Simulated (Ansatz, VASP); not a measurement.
## Ni in VASP and in Ansatz

```
Ni
1.0
     0.00000    1.73757    1.73757
     1.73757    0.00000    1.73757
     1.73757    1.73757    0.00000
Ni
1
Direct
  0.00000 0.00000 0.00000
```

Alike in both runs: task single point; functional PBE; k mesh 8 × 8 × 8; occupations gaussian, width 0.1 eV; collinear spin.

|  | VASP | Ansatz |
| --- | --- | --- |
| version | VASP 6.6.1 | Ansatz 0.2.0 |
| potentials or method | VASP PAW PBE potentials, release 64 (Ni), cutoff 520 eV | scalar-relativistic, plane waves, PAW |
| valence electrons in the cell | 10 | 18 |

Ansatz gave:

* gap on the k mesh at the Fermi level (eV): none
* pressure (GPa): 8.5
* net moment per atom (μB): 0.70
* size of the moment on the site where the two differ most (μB): 0.74

Task: What did VASP give for the same quantities?

Result: gap on the k mesh at the Fermi level (eV): none; pressure (GPa): 8.3; net moment per atom (μB): 0.70; size of the moment on the site where the two differ most (μB): 0.71.

Site moments also hang on the region over which each program counts them. A gap of «none» marks a metal or a gap that the smearing closes. VASP's potentials hold 10 valence electrons a cell and Ansatz's 18, so a difference there can come from the potentials and not from the codes.

The k mesh is coarse, so the values compare programs but aren't converged.
